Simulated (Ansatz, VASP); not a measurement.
**Cs2Cl in VASP and in Ansatz**

```
Cs Cl
1.0
     7.27841    0.00000    0.00000
     0.00000    7.27841    0.00000
     0.00000    0.00000    4.68803
Cs Cl
4 2
Direct
  0.30600 0.30600 0.00000
  0.19400 0.80600 0.50000
  0.69400 0.69400 0.00000
  0.80600 0.19400 0.50000
  0.00000 0.00000 0.00000
  0.50000 0.50000 0.50000
```

Alike in both runs: task relaxation of cell and atoms; functional PBE; k mesh 4 × 4 × 4; occupations gaussian, width 0.1 eV; no spin polarisation.

```csv
,VASP,Ansatz
version,VASP 6.6.1,Ansatz 0.2.0
potentials or method,"VASP PAW PBE potentials, release 64 (Cs_sv, Cl), cutoff 600 eV","scalar-relativistic, plane waves, PAW"
valence electrons in the cell,50,50
```

VASP gave:

```
gap on the k mesh at the Fermi level, each at its own relaxed structure (eV) : none
relaxed volume (Å³/atom)                                                     : 63.82
relaxed cell length with the largest relative difference (Å)                 : 5.030
```

Question: Which values does Ansatz return?

Answer: gap on the k mesh at the Fermi level, each at its own relaxed structure (eV): none; relaxed volume (Å³/atom): 62.50; relaxed cell length with the largest relative difference (Å): 4.935.

A gap of «none» marks a metal or a gap that the smearing closes.

Neither program's run includes spin-orbit coupling. Noted on VASP's run: the volume moved by over 15 % at a fixed basis, so the end points are rough.
